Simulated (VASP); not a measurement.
# BeGa2C2 (Cmmm) in VASP: further runs

BeGa2C2 is run at these levels: PBE; tasks: single point, relaxation of cell and atoms.

All numbers are computed with VASP 6.6.1; they aren't measurements. Logs are shortened: lines on timing, memory, paths and dates and some standing lists are left out, and cuts for length are marked.

## 1. The cell of the first run

Symmetry: Cmmm, No. 65, orthorhombic system. The conventional cell has a = 3.282 Å, b = 4.826 Å, c = 8.397 Å, α = 90.00°, β = 90.00°, γ = 90.00°. Within 2.4 Å of Be (site symmetry mmm) lie 4 C at 1.77 Å. Within 2.8 Å of Ga (site symmetry mm2) lie 1 C at 2.08 Å. Within 1.8 Å of C (site symmetry mm2) lie 1 C at 1.34 Å and 2 Be at 1.77 Å.

## 2. Single point, PBE

Input file INCAR:

```
SYSTEM = BeGa2C2
PREC = Accurate
ENCUT = 520
EDIFF = 1E-7
ISMEAR = 0
SIGMA = 0.1
LREAL = .FALSE.
LASPH = .TRUE.
NELM = 100
ALGO = Normal
ISIF = 2
LWAVE = .FALSE.
LCHARG = .FALSE.
GGA = PE
NBANDS = 26
```

Input file KPOINTS:

```
Automatic mesh
0
G
  14 14 6
  0 0 0
```

Input file POSCAR:

```
BeGa2C2
1.0
    1.6409775048     -2.4131543694      0.0000000000
    1.6409775048      2.4131543694      0.0000000000
    0.0000000000      0.0000000000      8.3970005720
Be Ga C
1 2 2
Direct
    0.5000000000      0.5000000000      0.0000000000
    0.0000000000      0.0000000000      0.6726896818
    0.0000000000      0.0000000000      0.3273103182
    0.0000000000      0.0000000000      0.0797817560
    0.0000000000      0.0000000000      0.9202182440
```

Potentials or basis: VASP PAW PBE potentials, release 64 (Be, Ga_d, C).

The run is started by

```bash
$ cat potpaw_PBE.64/Be/POTCAR potpaw_PBE.64/Ga_d/POTCAR potpaw_PBE.64/C/POTCAR > POTCAR
$ mpirun -np 1 vasp_std > vasp.out
```

OUTCAR:

```text
SYSTEM = BeGa2C2
   PREC = Accurate
   ENCUT = 520
   EDIFF = 1E-7
   ISMEAR = 0
   LREAL = .FALSE.
   LASPH = .TRUE.
   NELM = 100
   ISIF = 2
   GGA = PE

 ion  position               nearest neighbor table
   1  0.500  0.500  0.000-   4 1.77   5 1.77   4 1.77   5 1.77
   2  0.000  0.000  0.673-   5 2.08   3 2.90
   3  0.000  0.000  0.327-   4 2.08   2 2.90
   4  0.000  0.000  0.080-   5 1.34   1 1.77   1 1.77   3 2.08
   5  0.000  0.000  0.920-   4 1.34   1 1.77   1 1.77   2 2.08

  LATTYP: Found a base centered orthorhombic cell.
 ALAT       =     3.2819550096
 B/A-ratio  =     1.4705590798
 C/A-ratio  =     2.5585361614

  Lattice vectors:

 A1 = (   1.6409775048,  -2.4131543694,   0.0000000000)
 A2 = (   1.6409775048,   2.4131543694,   0.0000000000)
 A3 = (   0.0000000000,   0.0000000000,   8.3970005720)

Analysis of symmetry for initial positions (statically):
=====================================================================
 Subroutine PRICEL returns:
 Original cell was already a primitive cell.

 Routine SETGRP: Setting up the symmetry group for a
 base centered orthorhombic supercell.

 Subroutine GETGRP returns: Found  8 space group operations
 (whereof  8 operations were pure point group operations)
 out of a pool of  8 trial point group operations.

The static configuration has the point symmetry D_2h.

Analysis of symmetry for dynamics (positions and initial velocities):
=====================================================================
 Subroutine PRICEL returns:
 Original cell was already a primitive cell.

 Routine SETGRP: Setting up the symmetry group for a
 base centered orthorhombic supercell.

 Subroutine GETGRP returns: Found  8 space group operations
 (whereof  8 operations were pure point group operations)
 out of a pool of  8 trial point group operations.

The dynamic configuration has the point symmetry D_2h.

 Subroutine INISYM returns: Found  8 space group operations
 (whereof  8 operations are pure point group operations),
 and found     1 'primitive' translations

----------------------------------------------------------------------------------------

                                     Primitive cell

  volume of cell :      66.5031

  direct lattice vectors                    reciprocal lattice vectors
     1.640977505 -2.413154369  0.000000000     0.304696438 -0.207197685  0.000000000
     1.640977505  2.413154369  0.000000000     0.304696438  0.207197685  0.000000000
     0.000000000  0.000000000  8.397000572     0.000000000  0.000000000  0.119090143

  length of vectors
     2.918239398  2.918239398  8.397000572     0.368470894  0.368470894  0.119090143

  position of ions in fractional coordinates (direct lattice)
     0.500000000  0.500000000  0.000000000
     0.000000000  0.000000000  0.672689682
     0.000000000  0.000000000  0.327310318
     0.000000000  0.000000000  0.079781756
     0.000000000  0.000000000  0.920218244

  ion indices of the primitive-cell ions
   primitive index   ion index
                 1           1
                 2           2
                 3           3
                 4           4
                 5           5

----------------------------------------------------------------------------------------

 KPOINTS: Automatic mesh

Automatic generation of k-mesh.
 Grid dimensions read from file:
 generate k-points for:   14   14    6

 Generating k-lattice:

  Cartesian coordinates                     Fractional coordinates (reciprocal lattice)
     0.021764031 -0.014799835  0.000000000     0.071428571  0.000000000  0.000000000
     0.021764031  0.014799835  0.000000000     0.000000000  0.071428571  0.000000000
     0.000000000  0.000000000  0.019848357     0.000000000  0.000000000  0.166666667

  Length of vectors
     0.026319350  0.026319350  0.019848357

  Shift w.r.t. Gamma in fractional coordinates (k-lattice)
     0.000000000  0.000000000  0.000000000

 Subroutine IBZKPT returns following result:
 ===========================================

 Found    228 irreducible k-points:

 Following reciprocal coordinates:
            Coordinates               Weight
  0.000000  0.000000  0.000000      1.000000
  0.071429  0.000000  0.000000      4.000000
  0.142857  0.000000  0.000000      4.000000
  0.214286  0.000000  0.000000      4.000000
  0.285714  0.000000  0.000000      4.000000
  0.357143  0.000000  0.000000      4.000000
[... 16 lines left out ...]
  0.214286  0.142857  0.000000      4.000000
  0.285714  0.142857  0.000000      4.000000
 [... further k-points ...]
   k-points           NKPTS =    228   k-points in BZ     NKDIM =    228   number of bands    NBANDS=     26
   number of dos      NEDOS =    301   number of ions     NIONS =      5
   total plane-waves  NPLWV =  36864
   dimension x,y,z NGX =    24 NGY =   24 NGZ =   64
   dimension x,y,z NGXF=    48 NGYF=   48 NGZF=  128
   ions per type =               1   2   2
   NGX,Y,Z   is equivalent  to a cutoff of  13.67, 13.67, 12.67 a.u.
   NGXF,Y,Z  is equivalent  to a cutoff of  27.34, 27.34, 25.34 a.u.
 SYSTEM =  BeGa2C2
   PREC   = accura    normal or accurate (medium, high low for compatibility)
   ISTART =      0    job   : 0-new  1-cont  2-samecut
   ICHARG =      2    charge: 1-file 2-atom 10-const
   ISPIN  =      1    spin polarized calculation?
   LNONCOLLINEAR =      F non collinear calculations
   LSORBIT =      F    spin-orbit coupling
   LASPH  =      T    aspherical Exc in radial PAW
   ENCUT  =  520.0 eV  38.22 Ry    6.18 a.u.   5.43  5.43 15.61*2*pi/ulx,y,z
   NELM   =    100;   NELMIN=  2; NELMDL= -5     # of ELM steps
   EDIFF  = 0.1E-06   stopping-criterion for ELM
   LREAL  =      F    real-space projection
   EDIFFG = 0.1E-05   stopping-criterion for IOM
   NSW    =      0    number of steps for IOM
   IBRION =     -1    ionic relax: 0-MD 1-quasi-New 2-CG
   NFREE  =      0    steps in history (QN), initial steepest desc. (CG)
   ISIF   =      2    stress and relaxation
   ISYM   =      2    0-nonsym 1-usesym 2-fastsym
   POTIM  = 0.5000    time-step for ionic-motion
   TEBEG  =    0.0;   TEEND  =   0.0 temperature during run
   PSTRESS=    0.0 pullay stress
   NELECT =      36.0000    total number of electrons
   NUPDOWN=      -1.0000    fix difference up-down
   EMIN   =  10.00;   EMAX   =-10.00  energy-range for DOS
   EFERMI =   0.00;   METHOD = LEGACY
   ISMEAR =     0;   SIGMA  =   0.10  broadening in eV -4-tet -1-fermi 0-gaus
   EFERMI_NEDOS =   21; number of points for ismear=-14 and -15
   IALGO  =     38    algorithm
   IMIX   =      4    mixing-type and parameters
     AMIX     =   0.40;   BMIX     =  1.00
     AMIX_MAG =   1.60;   BMIX_MAG =  1.00
  volume/ion in A,a.u.               =      13.30        89.76
  Fermi-wavevector in a.u.,A,eV,Ry     =   1.334223  2.521316 24.220418  1.780151
  Thomas-Fermi vector in A             =   2.463021
   LORBIT       =      0    0 simple, 1 ext, 2 COOP (PROOUT), +10 PAW based schemes
   GGA     = PE    functional components
   LHFCALC =     F    Hartree Fock is set to
   AEXX    =    0.0000 exact exchange contribution
   IVDW    =     0    specifies the selected vdW correction
   LEPSILON=     F    determine dielectric tensor
   LRPA    =     F    only Hartree local field effects (RPA)
 non-spin polarized calculation
 Gauss-broadening in eV      SIGMA  =   0.10
  energy-cutoff  :      520.00
  volume of cell :       66.50
 maximum number of plane-waves:      1814
 NGX is ok and might be reduce to    24
   NGX = 11   NGY = 11   NGZ = 31

 number of electron      36.0000005 magnetization

 Free energy of the ion-electron system (eV)
  ---------------------------------------------------
  ext. energy  EPLUGINS =         0.00000000
  ---------------------------------------------------
  free energy    TOTEN  =       -24.76979159 eV

  energy without entropy =      -24.76445292  energy(sigma->0) =      -24.76712226

 E-fermi :   4.9342     XC(G=0): -10.5952

 val. band max:        4.9300660763   @ k =   0.3571   0.0000   0.0000
 cond. band min:       4.9464900824   @ k =   0.5000   0.3571   0.5000
 fundamental gap:      0.0164240061
 Fermi energy:         4.9342106524

 k-point     1 :       0.0000    0.0000    0.0000
  band No.  band energies     occupation
      1     -12.1855      2.00000
      2      -9.8983      2.00000
      3      -9.8838      2.00000
      4      -9.8751      2.00000
      5      -9.8584      2.00000
      6      -9.7176      2.00000
[... 18 lines left out ...]
     25      14.2535      0.00000
     26      15.5089      0.00000

 k-point     2 :       0.0714    0.0000    0.0000
  band No.  band energies     occupation
      1     -12.1466      2.00000
      2      -9.8943      2.00000
      3      -9.8776      2.00000
      4      -9.8716      2.00000
      5      -9.8512      2.00000
      6      -9.7167      2.00000
[... 18 lines left out ...]
     25      13.5590      0.00000
     26      15.0514      0.00000

 k-point     3 :       0.1429    0.0000    0.0000
  band No.  band energies     occupation
      1     -12.0345      2.00000
      2      -9.8911      2.00000
      3      -9.8691      2.00000
      4      -9.8544      2.00000
      5      -9.8257      2.00000
      6      -9.7161      2.00000
[... 18 lines left out ...]
     25      13.2379      0.00000
     26      14.2720      0.00000

 k-point     4 :       0.2143    0.0000    0.0000
  band No.  band energies     occupation
      1     -11.8632      2.00000
      2      -9.8922      2.00000
      3      -9.8711      2.00000
      4      -9.8217      2.00000
      5      -9.7895      2.00000
      6      -9.7389      2.00000
[... 18 lines left out ...]
     25      12.6132      0.00000
     26      14.0388      0.00000
[... 496 lines left out ...]
      1     -11.8529      2.00000
      2      -9.8580      2.00000
      3      -9.8528      2.00000
      4      -9.8485      2.00000
      5      -9.8079      2.00000
      6      -9.7389      2.00000
[... 18 lines left out ...]
     25      12.1585      0.00000
     26      12.6360      0.00000

 k-point    23 :       0.2143    0.1429    0.0000
  band No.  band energies     occupation
      1     -11.6723      2.00000
      2      -9.8572      2.00000
      3      -9.8398      2.00000
      4      -9.8164      2.00000
      5      -9.7772      2.00000
      6      -9.7561      2.00000
[... 18 lines left out ...]
     25      12.0845      0.00000
     26      12.7162      0.00000

 k-point    24 :       0.2857    0.1429    0.0000
  band No.  band energies     occupation
      1     -11.4651      2.00000
      2      -9.8600      2.00000
      3      -9.8405      2.00000
      4      -9.7855      2.00000
      5      -9.7690      2.00000
      6      -9.7408      2.00000
[... 18 lines left out ...]
     25      11.8974      0.00000
     26      13.4279      0.00000

 [... further k-points ...]

------------------------ aborting loop because EDIFF is reached ----------------------------------------

  FORCE on cell =-STRESS in cart. coord.  units (eV):
  Direction    XX          YY          ZZ          XY          YZ          ZX
  --------------------------------------------------------------------------------------
  -------------------------------------------------------------------------------------
  Total        0.0505314      0.0119325      0.1547167      0.0000000      0.0000000      0.0000000
  in kB        1.2173900      0.2874756      3.7273992      0.0000000      0.0000000      0.0000000
  external PRESSURE =       1.7440883 kB  Pullay stress =       0.0000000 kB

 VOLUME and BASIS-vectors are now :
 -----------------------------------------------------------------------------
  energy-cutoff  :      520.00
  volume of cell :       66.50
      direct lattice vectors                 reciprocal lattice vectors
     1.640977505 -2.413154369  0.000000000     0.304696438 -0.207197685  0.000000000
     1.640977505  2.413154369  0.000000000     0.304696438  0.207197685  0.000000000
     0.000000000  0.000000000  8.397000572     0.000000000  0.000000000  0.119090143

 POSITION                                       TOTAL-FORCE (eV/Angst)
 -----------------------------------------------------------------------------------
      1.64098      0.00000      0.00000         0.000000      0.000000      0.000000
      0.00000      0.00000      5.64858        -0.000000      0.000000     -0.004292
      0.00000      0.00000      2.74842        -0.000000      0.000000      0.004292
      0.00000      0.00000      0.66993         0.000000      0.000000      0.095905
      0.00000      0.00000      7.72707         0.000000      0.000000     -0.095905
 -----------------------------------------------------------------------------------
    total drift:                                0.000000     -0.000000      0.000000

  FREE ENERGIE OF THE ION-ELECTRON SYSTEM (eV)
  ---------------------------------------------------
  free  energy   TOTEN  =       -24.7697915914 eV

  energy  without entropy=      -24.7644529207  energy(sigma->0) =      -24.76712226
```

Run time: 4.7 min. Hardware: 1 thread of Intel Xeon Platinum 8259CL at 2.50GHz (Skylake/Cascade Lake), shared host; peak memory 0.45 GiB.

What came out:

| Quantity | Value |
| --- | --- |
| Free energy | -24.7698 eV |
| Pressure | 0.2 GPa |
| Largest force | 0.096 eV/Å |
| Band gap on the k mesh | zero (band 18 reaches 7.82 eV, above the bottom of band 19 at 3.50 eV) |

Forces on the atoms (eV/Å):
```
Be   0.000  0.000  0.000
Ga   0.000  0.000 -0.004
Ga   0.000  0.000  0.004
C    0.000  0.000  0.096
C    0.000  0.000 -0.096
```

Stress tensor (GPa, compression positive):
```
0.12 0.00 0.00
0.00 0.03 0.00
0.00 0.00 0.37
```

(Continued in part 2 of 2.)
